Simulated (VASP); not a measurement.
PbI2, 3 atoms in the cell. The cell holds a sheet with vacuum, 3 atoms: a = 4.664 Å, b = 4.664 Å, c = 31.196 Å, α = 90.00°, β = 90.00°, γ = 120.00°. The cell was built from a structure type or drawn by symmetry, and may not be a known phase.

```yaml
Program: VASP 6.6.1
Task: single point
Functional: PBE
Potentials_or_basis: VASP PAW PBE potentials, release 64 (Pb_d, I)
Cutoff: 400 eV
k_mesh: 6 × 6 × 1
Occupations: gaussian, width 0.1 eV
Spin: no spin polarisation
Dipole_correction: yes
Further_INCAR_settings: ALGO = Normal; EDIFF = 1e-06; NBANDS = 21; NELMDL = -8
```

Potentials or basis: VASP PAW PBE potentials, release 64 (Pb_d, I).

The run is started by

```bash
$ cat potpaw_PBE.64/Pb_d/POTCAR potpaw_PBE.64/I/POTCAR > POTCAR
$ mpirun -np 1 vasp_std > vasp.out
```

Hardware: 1 thread of AMD EPYC 9R45 96-Core Processor (Zen 5) (shared host).

How long does it take, and how much memory?

It took 57 s on 1 thread of AMD EPYC 9R45 96-Core Processor (Zen 5), with other jobs on the host, peak memory 0.4 GiB. Counts: scf iterations 23, k points 7.
